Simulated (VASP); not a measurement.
LiH:

```
Li H
1.0
     0.00000    2.00862    2.00862
     2.00862    0.00000    2.00862
     2.00862    2.00862    0.00000
Li H
1 1
Direct
  0.00000 0.00000 0.00000
  0.50000 0.50000 0.50000
```

```yaml
Program: VASP 6.6.1
Task: relaxation of cell and atoms
Functional: PBE
Dispersion: D3(BJ)
Potentials_or_basis: VASP PAW PBE potentials, release 64 (Li_sv, H)
Cutoff: 750 eV
k_mesh: 10 × 10 × 10
Occupations: gaussian, width 0.02 eV
Spin: no spin polarisation
```

At the start: pressure -3.8 GPa; volume 8.10 Å³/atom.

Question: How do energy, volume and symmetry change on relaxing?

Answer: Over 4 steps the energy falls by 10.8 meV/atom and the volume is 7.26 Å³/atom (-10.5 %); space group Fm-3m (No. 225, to 0.05 Å).

Step by step:
```csv
step,energy change (eV),largest force (eV/Å),pressure (GPa),volume (Å³)
1,0.0000,0.0000,-3.81,16.21
2,-0.0095,0.0000,-2.98,15.76
3,-0.0210,0.0000,-0.76,14.80
4,-0.0216,0.0000,0.06,14.51
```

Final structure:
```
Li H
1.0
     0.00000    1.93593    1.93593
     1.93593    0.00000    1.93593
     1.93593    1.93593    0.00000
Li H
1 1
Cartesian
  0.0000 0.0000 0.0000
  1.9359 1.9359 1.9359
```
